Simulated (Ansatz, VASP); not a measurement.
**Two plane-wave programs on Cu**

```
Cu
1.0
     2.56801    0.00000    0.00000
    -1.28401    2.22396    0.00000
     0.00000    0.00000    4.02579
Cu
2
Direct
  0.33333 0.66667 0.25000
  0.66667 0.33333 0.75000
```

Change from the starting cell: strain along c alone, the other axes held, atoms relaxed: -4.0 %.

Alike in both runs: task single point; functional PBE; k mesh 24 × 24 × 12; occupations gaussian, width 0.1 eV; no spin polarisation.

|  | VASP | Ansatz |
| --- | --- | --- |
| version | VASP 6.6.1 | Ansatz 0.2.0 |
| potentials or method | VASP PAW PBE potentials, release 64 (Cu), cutoff 520 eV | scalar-relativistic, plane waves, PAW |
| valence electrons in the cell | 22 | 38 |

|  | VASP | Ansatz | Ansatz less VASP |
| --- | --- | --- | --- |
| gap on the k mesh at the Fermi level (eV) | none | none | - |
| pressure (GPa) | 7.6 | 6.6 | -1.05 |
| traceless stress, the component that is largest in VASP (GPa) | 5.68 | 5.70 | +0.024 |

A gap of «none» marks a metal or a gap that the smearing closes. VASP's potentials hold 22 valence electrons a cell and Ansatz's 38, so a difference there can come from the potentials and not from the codes.
